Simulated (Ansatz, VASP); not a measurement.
## BaTiO3 in VASP and in Ansatz

```
Ba Ti O
1.0
     3.89486    0.00000    0.00000
     0.00000    3.89486    0.00000
     0.00000    0.00000    3.89486
Ba Ti O
1 1 3
Direct
  0.50000 0.50000 0.50000
  0.00000 0.00000 0.00000
  0.50000 0.00000 0.00000
  0.00000 0.50000 0.00000
  0.00000 0.00000 0.50000
```

Alike in both runs: task single point; functional PBE; k mesh 8 × 8 × 8; occupations gaussian, width 0.02 eV; no spin polarisation.

|  | VASP | Ansatz |
| --- | --- | --- |
| version | VASP 6.6.1 | Ansatz 0.2.0 |
| potentials or method | VASP PAW PBE potentials, release 64 (Ba_sv, Ti_sv, O), cutoff 520 eV | scalar-relativistic, plane waves, PAW |
| valence electrons in the cell | 40 | 40 |

```csv
,VASP,Ansatz,Ansatz less VASP
gap on the k mesh at the Fermi level (eV),1.90,1.98,+0.084
least direct gap on the mesh (eV),1.96,1.99,+0.032
pressure (GPa),21.5,19.0,-2.47
```

Neither program's run includes spin-orbit coupling.
